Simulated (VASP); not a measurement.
# BAs (F-43m) in VASP: a series of runs

Aim: see how the results for BAs move with the level of theory and the settings. Levels: PBE exchange alone, LDA, RPBE+D4. Tasks: single point.

All numbers are computed with VASP 6.6.1; they aren't measurements. Logs are shortened: lines on timing, memory, paths and dates and some standing lists are left out, and cuts for length are marked.

## (1) The cell of the first run

The structure is cubic, space group F-43m (No. 216). The conventional cell has a = 4.809 Å, b = 4.809 Å, c = 4.809 Å, α = 90.00°, β = 90.00°, γ = 90.00°. As (site symmetry -43m) has 4 B at 2.08 Å within 2.8 Å. B (site symmetry -43m) has 4 As at 2.08 Å within 2.8 Å.

## (2) Single point, PBE exchange alone

INCAR reads:

```
PREC = Accurate
ENCUT = 520
EDIFF = 1E-6
ISMEAR = -1
SIGMA = 0.05
LREAL = F
LASPH = T
NELM = 60
ALGO = Normal
ISIF = 2
LWAVE = F
LCHARG = F
GGA = PE
ALDAC = 0.0
AGGAC = 0.0
NBANDS = 11
```

KPOINTS reads:

```
Automatic mesh
0
Gamma
  10 10 10
```

POSCAR reads:

```
BAs
1.0
    0.0000000000      2.4043183418      2.4043183418
    2.4043183418      0.0000000000      2.4043183418
    2.4043183418      2.4043183418      0.0000000000
As B
1 1
Direct
    0.7500000000      0.7500000000      0.7500000000
    0.0000000000      0.0000000000      0.0000000000
```

Potentials or basis: VASP PAW PBE potentials, release 64 (As, B).

On the command line:

```
$ cat potpaw_PBE.64/As/POTCAR potpaw_PBE.64/B/POTCAR > POTCAR
$ mpirun -np 1 vasp_std > vasp.out
```

OUTCAR:

```text
PREC = Accurate
   ENCUT = 520
   EDIFF = 1E-6
   ISMEAR = -1
   LREAL = F
   LASPH = T
   NELM = 60
   ISIF = 2
   GGA = PE

 ion  position               nearest neighbor table
   1  0.750  0.750  0.750-   2 2.08   2 2.08   2 2.08   2 2.08
   2  0.000  0.000  0.000-   1 2.08   1 2.08   1 2.08   1 2.08

  LATTYP: Found a face centered cubic cell.
 ALAT       =     4.8086366836

  Lattice vectors:

 A1 = (   0.0000000000,   2.4043183418,   2.4043183418)
 A2 = (   2.4043183418,   0.0000000000,   2.4043183418)
 A3 = (   2.4043183418,   2.4043183418,   0.0000000000)

Analysis of symmetry for initial positions (statically):
=====================================================================
 Subroutine PRICEL returns:
 Original cell was already a primitive cell.

 Routine SETGRP: Setting up the symmetry group for a
 face centered cubic supercell.

 Subroutine GETGRP returns: Found 24 space group operations
 (whereof 24 operations were pure point group operations)
 out of a pool of 48 trial point group operations.

The static configuration has the point symmetry T_d .

Analysis of symmetry for dynamics (positions and initial velocities):
=====================================================================
 Subroutine PRICEL returns:
 Original cell was already a primitive cell.

 Routine SETGRP: Setting up the symmetry group for a
 face centered cubic supercell.

 Subroutine GETGRP returns: Found 24 space group operations
 (whereof 24 operations were pure point group operations)
 out of a pool of 48 trial point group operations.

The dynamic configuration has the point symmetry T_d .

 Subroutine INISYM returns: Found 24 space group operations
 (whereof 24 operations are pure point group operations),
 and found     1 'primitive' translations

----------------------------------------------------------------------------------------

                                     Primitive cell

  volume of cell :      27.7975

  direct lattice vectors                    reciprocal lattice vectors
     0.000000000  2.404318342  2.404318342    -0.207959151  0.207959151  0.207959151
     2.404318342  0.000000000  2.404318342     0.207959151 -0.207959151  0.207959151
     2.404318342  2.404318342  0.000000000     0.207959151  0.207959151 -0.207959151

  length of vectors
     3.400219607  3.400219607  3.400219607     0.360195815  0.360195815  0.360195815

  position of ions in fractional coordinates (direct lattice)
     0.750000000  0.750000000  0.750000000
     0.000000000  0.000000000  0.000000000

  ion indices of the primitive-cell ions
   primitive index   ion index
                 1           1
                 2           2

----------------------------------------------------------------------------------------

 KPOINTS: Automatic mesh

Automatic generation of k-mesh.
 Grid dimensions read from file:
 generate k-points for:   10   10   10

 Generating k-lattice:

  Cartesian coordinates                     Fractional coordinates (reciprocal lattice)
    -0.020795915  0.020795915  0.020795915     0.100000000  0.000000000  0.000000000
     0.020795915 -0.020795915  0.020795915     0.000000000  0.100000000  0.000000000
     0.020795915  0.020795915 -0.020795915     0.000000000  0.000000000  0.100000000

  Length of vectors
     0.036019581  0.036019581  0.036019581

  Shift w.r.t. Gamma in fractional coordinates (k-lattice)
     0.000000000  0.000000000  0.000000000

 Subroutine IBZKPT returns following result:
 ===========================================

 Found     47 irreducible k-points:

 Following reciprocal coordinates:
            Coordinates               Weight
  0.000000  0.000000  0.000000      1.000000
  0.100000  0.000000  0.000000      8.000000
  0.200000  0.000000  0.000000      8.000000
  0.300000  0.000000  0.000000      8.000000
  0.400000  0.000000  0.000000      8.000000
  0.500000  0.000000  0.000000      4.000000
[... 16 lines left out ...]
  0.300000  0.300000  0.000000      6.000000
  0.400000  0.300000  0.000000     24.000000
 [... further k-points ...]
   k-points           NKPTS =     47   k-points in BZ     NKDIM =     47   number of bands    NBANDS=     11
   number of dos      NEDOS =    301   number of ions     NIONS =      2
   total plane-waves  NPLWV =  21952
   dimension x,y,z NGX =    28 NGY =   28 NGZ =   28
   dimension x,y,z NGXF=    56 NGYF=   56 NGZF=   56
   ions per type =               1   1
   NGX,Y,Z   is equivalent  to a cutoff of  13.69, 13.69, 13.69 a.u.
   NGXF,Y,Z  is equivalent  to a cutoff of  27.38, 27.38, 27.38 a.u.
 SYSTEM =  unknown system
   PREC   = accura    normal or accurate (medium, high low for compatibility)
   ISTART =      0    job   : 0-new  1-cont  2-samecut
   ICHARG =      2    charge: 1-file 2-atom 10-const
   ISPIN  =      1    spin polarized calculation?
   LNONCOLLINEAR =      F non collinear calculations
   LSORBIT =      F    spin-orbit coupling
   LASPH  =      T    aspherical Exc in radial PAW
   ENCUT  =  520.0 eV  38.22 Ry    6.18 a.u.   6.32  6.32  6.32*2*pi/ulx,y,z
   NELM   =     60;   NELMIN=  2; NELMDL= -5     # of ELM steps
   EDIFF  = 0.1E-05   stopping-criterion for ELM
   LREAL  =      F    real-space projection
   EDIFFG = 0.1E-04   stopping-criterion for IOM
   NSW    =      0    number of steps for IOM
   IBRION =     -1    ionic relax: 0-MD 1-quasi-New 2-CG
   NFREE  =      0    steps in history (QN), initial steepest desc. (CG)
   ISIF   =      2    stress and relaxation
   ISYM   =      2    0-nonsym 1-usesym 2-fastsym
   POTIM  = 0.5000    time-step for ionic-motion
   TEBEG  =    0.0;   TEEND  =   0.0 temperature during run
   PSTRESS=    0.0 pullay stress
   NELECT =       8.0000    total number of electrons
   NUPDOWN=      -1.0000    fix difference up-down
   EMIN   =  10.00;   EMAX   =-10.00  energy-range for DOS
   EFERMI =   0.00;   METHOD = LEGACY
   ISMEAR =    -1;   SIGMA  =   0.05  broadening in eV -4-tet -1-fermi 0-gaus
   EFERMI_NEDOS =   21; number of points for ismear=-14 and -15
   IALGO  =     38    algorithm
   IMIX   =      4    mixing-type and parameters
     AMIX     =   0.40;   BMIX     =  1.00
     AMIX_MAG =   1.60;   BMIX_MAG =  1.00
  volume/ion in A,a.u.               =      13.90        93.79
  Fermi-wavevector in a.u.,A,eV,Ry     =   1.080860  2.042530 15.895126  1.168259
  Thomas-Fermi vector in A             =   2.216862
   LORBIT       =      0    0 simple, 1 ext, 2 COOP (PROOUT), +10 PAW based schemes
   GGA     = PE    functional components
   LHFCALC =     F    Hartree Fock is set to
   AEXX    =    0.0000 exact exchange contribution
   IVDW    =     0    specifies the selected vdW correction
   LEPSILON=     F    determine dielectric tensor
   LRPA    =     F    only Hartree local field effects (RPA)
 non-spin polarized calculation
  energy-cutoff  :      520.00
  volume of cell :       27.80
 maximum number of plane-waves:       763
 NGX is ok and might be reduce to    28
   NGX = 13   NGY = 13   NGZ = 13

 number of electron       8.0000000 magnetization

 Free energy of the ion-electron system (eV)
  ---------------------------------------------------
  ext. energy  EPLUGINS =         0.00000000
  ---------------------------------------------------
  free energy    TOTEN  =        -8.25035388 eV

  energy without entropy =       -8.25035387  energy(sigma->0) =       -8.25035388

 E-fermi :   8.0977     XC(G=0):  -8.7695

 val. band max:        7.4039482736   @ k =   0.0000   0.0000   0.0000
 cond. band min:       8.8265967987   @ k =   0.4000   0.4000   0.0000
 fundamental gap:      1.4226485251
 Fermi energy:         8.0977152201

 k-point     1 :       0.0000    0.0000    0.0000
  band No.  band energies     occupation
      1      -7.7318      2.00000
      2       7.4039      2.00000
      3       7.4039      2.00000
      4       7.4039      2.00000
      5      10.7305      0.00000
      6      10.7305      0.00000
      7      10.7305      0.00000
      8      11.8633      0.00000
      9      17.3603      0.00000
     10      20.4514      0.00000
     11      20.4514      0.00000

 k-point     2 :       0.1000    0.0000    0.0000
  band No.  band energies     occupation
      1      -7.5721      2.00000
      2       6.0476      2.00000
      3       7.1158      2.00000
      4       7.1158      2.00000
      5      10.8380      0.00000
      6      11.1117      0.00000
      7      11.1117      0.00000
      8      12.7808      0.00000
      9      17.9613      0.00000
     10      19.4652      0.00000
     11      19.4652      0.00000

 k-point     3 :       0.2000    0.0000    0.0000
  band No.  band energies     occupation
      1      -7.1017      2.00000
      2       3.7447      2.00000
      3       6.5596      2.00000
      4       6.5596      2.00000
      5      10.6086      0.00000
      6      11.8156      0.00000
      7      11.8156      0.00000
      8      14.4694      0.00000
      9      18.7688      0.00000
     10      18.7688      0.00000
     11      18.9248      0.00000

 k-point     4 :       0.3000    0.0000    0.0000
  band No.  band energies     occupation
      1      -6.3591      2.00000
      2       1.5161      2.00000
      3       6.0627      2.00000
      4       6.0627      2.00000
      5      10.3371      0.00000
      6      12.2429      0.00000
      7      12.2429      0.00000
      8      15.8450      0.00000
      9      19.0375      0.00000
     10      19.1778      0.00000
     11      19.1778      0.00000

 k-point     5 :       0.4000    0.0000    0.0000
  band No.  band energies     occupation
      1      -5.4813      2.00000
      2      -0.2956      2.00000
      3       5.7421      2.00000
      4       5.7421      2.00000
      5      10.1540      0.00000
      6      12.3074      0.00000
      7      12.3074      0.00000
      8      16.4366      0.00000
      9      19.6259      0.00000
     10      20.6274      0.00000
     11      20.6274      0.00000
[... 211 lines left out ...]
 k-point    21 :      -0.3000    0.2000    0.0000
  band No.  band energies     occupation
      1      -5.2710      2.00000
      2       0.5321      2.00000
      3       2.9601      2.00000
      4       5.5112      2.00000
      5      11.0213      0.00000
      6      13.3496      0.00000
      7      13.6495      0.00000
      8      15.5138      0.00000
      9      18.2866      0.00000
     10      19.6177      0.00000
     11      22.7593      0.00000

 k-point    22 :      -0.2000    0.2000    0.0000
  band No.  band energies     occupation
      1      -6.1035      2.00000
      2       2.0385      2.00000
      3       3.5066      2.00000
      4       6.1474      2.00000
      5      11.3507      0.00000
      6      12.5341      0.00000
      7      13.4501      0.00000
      8      14.4453      0.00000
      9      17.5251      0.00000
     10      20.1578      0.00000
     11      21.5973      0.00000

 k-point    23 :       0.3000    0.3000    0.0000
  band No.  band energies     occupation
      1      -5.8723      2.00000
      2       2.2510      2.00000
      3       4.3308      2.00000
      4       4.3308      2.00000
      5       9.0118      0.00000
      6      11.2827      0.00000
      7      15.7493      0.00000
      8      15.7493      0.00000
      9      18.3299      0.00000
     10      22.5529      0.00000
     11      22.5692      0.00000

 k-point    24 :       0.4000    0.3000    0.0000
  band No.  band energies     occupation
      1      -5.1716      2.00000
      2       1.0449      2.00000
      3       3.5847      2.00000
      4       4.0408      2.00000
      5       9.3131      0.00000
      6      11.0196      0.00000
      7      16.1419      0.00000
      8      16.3665      0.00000
      9      19.3585      0.00000
     10      23.2253      0.00000
     11      23.3141      0.00000

 [... further k-points ...]
[... 5 lines left out ...]
  --------------------------------------------------------------------------------------
  -------------------------------------------------------------------------------------
  Total        2.5749068      2.5749068      2.5749068     -0.0000000     -0.0000000     -0.0000000
  in kB      148.4110347    148.4110347    148.4110347     -0.0000000     -0.0000000     -0.0000000
  external PRESSURE =     148.4110347 kB  Pullay stress =       0.0000000 kB

 VOLUME and BASIS-vectors are now :
 -----------------------------------------------------------------------------
  energy-cutoff  :      520.00
  volume of cell :       27.80
      direct lattice vectors                 reciprocal lattice vectors
     0.000000000  2.404318342  2.404318342    -0.207959151  0.207959151  0.207959151
     2.404318342  0.000000000  2.404318342     0.207959151 -0.207959151  0.207959151
     2.404318342  2.404318342  0.000000000     0.207959151  0.207959151 -0.207959151

 POSITION                                       TOTAL-FORCE (eV/Angst)
 -----------------------------------------------------------------------------------
      3.60648      3.60648      3.60648        -0.000000     -0.000000     -0.000000
      0.00000      0.00000      0.00000         0.000000      0.000000      0.000000
 -----------------------------------------------------------------------------------
    total drift:                                0.000000      0.000000      0.000000

  FREE ENERGIE OF THE ION-ELECTRON SYSTEM (eV)
  ---------------------------------------------------
  free  energy   TOTEN  =        -8.2503538808 eV

  energy  without entropy=       -8.2503538719  energy(sigma->0) =       -8.25035388
```

Wall time 39 s (1 thread of AMD EPYC 7R13, shared host); peak memory 0.13 GiB.

Results:

- Free energy: -8.2504 eV
- Pressure: 14.8 GPa
- Band gap on the k mesh: 1.42 eV, indirect (least direct gap 3.33 eV)

Levels at points of the mesh, in eV from the valence-band top:
```
           k point  band 1  band 2  band 3  band 4  band 5  band 6  band 7  band 8  band 9
(0.00, 0.00, 0.00)  -15.14    0.00    0.00    0.00    3.33    3.33    3.33    4.46    9.96
(0.50, 0.00, 0.00)  -12.38   -8.52   -1.77   -1.77    2.69    4.88    4.88    9.10   12.84
(0.50, 0.50, 0.00)  -11.11   -8.34   -3.94   -3.94    1.69    1.72   11.15   11.15   12.77
```

A k mesh can miss the band edges.

(Continued in part 2 of 3.)
